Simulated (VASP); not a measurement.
An input for VASP 6.6.1 (ZrN):

INCAR

```
  PREC = Accurate
  ENCUT = 600
  EDIFF = 1E-6
  ISMEAR = -5
  SIGMA = 0.1
  LREAL = F
  LASPH = T
  NELM = 120
  ALGO = Normal
  ISIF = 2
  LWAVE = F
  LCHARG = F
  GGA = PE
  ISYM = 0
  NBANDS = 16
  GGA_COMPAT = F
```

KPOINTS

```
Automatic mesh
0
Gamma
  4 4 4
  0.5 0.5 0
```

POSCAR

```
ZrN
1.0
    0.0000000000      2.2942655869      2.2942655869
    2.2942655869      0.0000000000      2.2942655869
    2.2942655869      2.2942655869      0.0000000000
Zr N
1 1
Direct
    0.5000000000      0.5000000000      0.5000000000
    0.0000000000      0.0000000000      0.0000000000
```

Potentials or basis: VASP PAW PBE potentials, release 64 (Zr_sv, N).

Launch:

```console
$ cat potpaw_PBE.64/Zr_sv/POTCAR potpaw_PBE.64/N/POTCAR > POTCAR
$ mpirun -np 1 vasp_std > vasp.out
```

Question: How does this run end?

Answer: The run stopped without a result. It printed:

OUTCAR:

```text
PREC = Accurate
   ENCUT = 600
   EDIFF = 1E-6
   ISMEAR = -5
   LREAL = F
   LASPH = T
   NELM = 120
   ISIF = 2
   GGA = PE
   ISYM = 0
[... 59 lines left out ...]
|     E        R    R   R    R   O     O  R    R      ###     ###     ###     |
|     EEEEEEE  R     R  R     R  OOOOOOO  R     R     ###     ###     ###     |
|                                                                             |
|     IBZKPT: unable to construct a generating k-lattice suitable for use     |
|     with the tetrahedron method                                             |
|     ... use a different smearing method                                     |
|     ... and/or try setting KBLOWUP=.FALSE.                                  |
|     ... and/or try a Gamma-centered k-lattice                               |
|     ... and/or try a different shift                                        |
|                                                                             |
|       ---->  I REFUSE TO CONTINUE WITH THIS SICK JOB ... BYE!!! <----       |
|                                                                             |
 -----------------------------------------------------------------------------
```

On the terminal:

```text
POSCAR found type information on POSCAR ZrN
 POSCAR found :  2 types and       2 ions
[... 19 lines left out ...]

1
```
